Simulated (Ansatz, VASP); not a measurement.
## SiO2: VASP beside Ansatz

```
Si O
1.0
     4.09700    0.00000    0.00000
     0.00000    5.04620    0.00000
     0.00000    0.00000    4.49460
Si O
4 8
Direct
  0.00000 0.15220 0.25000
  0.50000 0.34780 0.75000
  0.00000 0.84780 0.75000
  0.50000 0.65220 0.25000
  0.73360 0.62450 0.91860
  0.76640 0.87550 0.41860
  0.23360 0.87550 0.08140
  0.26640 0.62450 0.58140
  0.26640 0.37550 0.08140
  0.23360 0.12450 0.58140
  0.76640 0.12450 0.91860
  0.73360 0.37550 0.41860
```

Alike in both runs: task electric field gradients; functional PBE; k mesh 5 × 4 × 5; occupations fermi-dirac, width 0.02 eV; no spin polarisation.

|  | VASP | Ansatz |
| --- | --- | --- |
| version | VASP 6.6.1 | Ansatz 0.2.0 |
| potentials or method | VASP PAW PBE potentials, release 64 (Si, O) | plane-wave PAW, scalar-relativistic |
| plane-wave cutoff (eV) | 520 | 420 |
| valence electrons in the cell | 64 | 64 |

```csv
,VASP,Ansatz,Ansatz less VASP
gap on the k mesh at the Fermi level (eV),5.57,5.59,+0.018
pressure (GPa),5.8,5.6,-0.17
"traceless stress, the component that is largest in VASP (GPa)",-2.27,-2.17,+0.097
rms of the force components (eV/Å),0.484,0.484,+0.0002
size of Vzz on the site where it differs most (V/Å²),116.1,116.8,+0.67
```

Atom by atom the forces differ by 0.005 eV/Å (rms over components). The functional is the same, so the differences come from potentials, cutoffs and numerics.
